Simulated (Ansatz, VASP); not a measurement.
NaCl: VASP beside Ansatz

```
Na Cl
1.0
     0.00000    2.82869    2.82869
     2.82869    0.00000    2.82869
     2.82869    2.82869    0.00000
Na Cl
1 1
Direct
  0.00000 0.00000 0.00000
  0.50000 0.50000 0.50000
```

Alike in both runs: task single point; functional PBEsol; k mesh 8 × 8 × 8; occupations gaussian, width 0.02 eV; no spin polarisation.

```csv
,VASP,Ansatz
version,VASP 6.6.1,Ansatz 0.2.0
potentials or method,"VASP PAW PBE potentials, release 64 (Na_pv, Cl), cutoff 520 eV","scalar-relativistic, plane waves, PAW"
valence electrons in the cell,14,16
```

```tsv
	VASP	Ansatz	Ansatz less VASP
gap on the k mesh at the Fermi level (eV)	4.90	4.90	+0.004
least direct gap on the mesh (eV)	4.90	4.90	+0.004
pressure (GPa)	-0.7	-0.7	-0.01
```

VASP's potentials were made for PBE, not for PBEsol. The functional is the same, so the differences come from potentials, cutoffs and numerics. VASP's potentials hold 14 valence electrons a cell and Ansatz's 16, so a difference there can come from the potentials and not from the codes.
